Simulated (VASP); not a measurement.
Input of a VASP 6.6.1 run:

File INCAR:

```
SYSTEM = PtSe2
PREC = Accurate
ENCUT = 600
EDIFF = 1E-6
ISMEAR = -1
SIGMA = 0.05
LREAL = .False.
LASPH = .True.
NELM = 60
ALGO = Normal
ISIF = 3
LWAVE = .False.
LCHARG = .False.
GGA = PS
IBRION = 2
NSW = 80
EDIFFG = -0.005
PSTRESS = 200.0
```

File KPOINTS:

```
regular mesh
0
Gamma
  8 8 5
  0 0 0
```

The input POSCAR:

```
PtSe2
1.0
    3.7240000000      0.0000000000      0.0000000000
   -1.8620000000      3.2250786037      0.0000000000
    0.0000000000      0.0000000000      5.0620000000
Pt Se
1 2
Direct
    0.0000000000      0.0000000000      0.0000000000
    0.6666666667      0.3333333333      0.7500000000
    0.3333333333      0.6666666667      0.2500000000
```

Potentials or basis: VASP PAW PBE potentials, release 64 (Pt, Se).

Command:

```bash
$ cat potpaw_PBE.64/Pt/POTCAR potpaw_PBE.64/Se/POTCAR > POTCAR
$ mpirun -np 1 vasp_std > vasp.out
```

(1) Estimate the band gap on the k mesh.

(2) What does it give for the relaxed cell?

## Answers

(1) zero (bands 11 and 12 overlap by 0.45 eV).

(2) a = 3.665 Å, b = 3.665 Å, c = 4.297 Å, α = 90.00°, β = 90.00°, γ = 120.00°.

Caveat: the cell is relaxed towards a set pressure, so the run minimises the enthalpy, not the energy; spin-orbit coupling is left out, which moves the levels of the heavy elements.
